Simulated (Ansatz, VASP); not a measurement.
This is a calculation of NiO for Ansatz 0.2.0.

The input input.yaml:

```yaml
crystal:
  lattice:
    - [0.0, 2.0719018797, 2.0719018797]
    - [2.0719018797, 0.0, 2.0719018797]
    - [2.0719018797, 2.0719018797, 0.0]
  atoms:
    - { symbol: Ni, position: [0.0, 0.0, 0.0], spin: 1.0 }
    - { symbol: O, position: [0.5, 0.5, 0.5] }
hamiltonian:
  xc: pbesol
  pseudopotentials: { kind: paw }
  dispersion: d3bj
magnetization:
  spin_polarized: true
kpoints:
  mp_grid: { grid: [11, 11, 11] }
scf:
  occupations: { method: fermi_dirac, width: 0.05 }
output:
  forces: true
  stress: true
  eigenvalues: true
```

Potentials or basis: Ansatz PAW.

The run is started by

```console
$ ansatz run input.yaml --threads 2 --pin off --max-ram 5120MiB --backend cpu --events-out ev --progress --plain --runs-dir out
```

Translate it to VASP 6.6.1. Potentials there: VASP PAW PBE potentials, release 64 (Ni, O).

As run (the cutoff follows the program's own potentials):

File INCAR:

```
  PREC = Accurate
  ENCUT = 520
  EDIFF = 1E-6
  ISMEAR = -1
  SIGMA = 0.05
  LREAL = False
  LASPH = True
  NELM = 150
  ALGO = Normal
  ISIF = 2
  LWAVE = False
  LCHARG = False
  ISPIN = 2
  MAGMOM = 1 0
  LORBIT = 11
  LMAXMIX = 4
  GGA = PS
  IVDW = 12
  NBANDS = 19
```

KPOINTS

```
Automatic mesh
0
Gamma
  11 11 11
```

Contents of POSCAR:

```
NiO
1.0
    0.0000000000      2.0719018797      2.0719018797
    2.0719018797      0.0000000000      2.0719018797
    2.0719018797      2.0719018797      0.0000000000
Ni O
1 1
Direct
    0.0000000000      0.0000000000      0.0000000000
    0.5000000000      0.5000000000      0.5000000000
```

Potentials or basis: VASP PAW PBE potentials, release 64 (Ni, O).

Launch:

```bash
$ cat potpaw_PBE.64/Ni/POTCAR potpaw_PBE.64/O/POTCAR > POTCAR
$ mpirun -np 1 vasp_std > vasp.out
```

Both were run:

|  | VASP | Ansatz | Ansatz less VASP |
| --- | --- | --- | --- |
| gap on the k mesh at the Fermi level (eV) | none | none | - |
| pressure (GPa) | -6.0 | -6.0 | +0.02 |
| net moment per atom (μB) | 0.64 | 0.66 | +0.020 |
| size of the moment on the site where the two differ most (μB) | 0.18 | 0.20 | +0.017 |

VASP's potentials were made for PBE, not for PBEsol. Site moments also hang on the region over which each program counts them. A gap of «none» marks a metal or a gap that the smearing closes. VASP's potentials hold 16 valence electrons a cell and Ansatz's 24, so a difference there can come from the potentials and not from the codes.
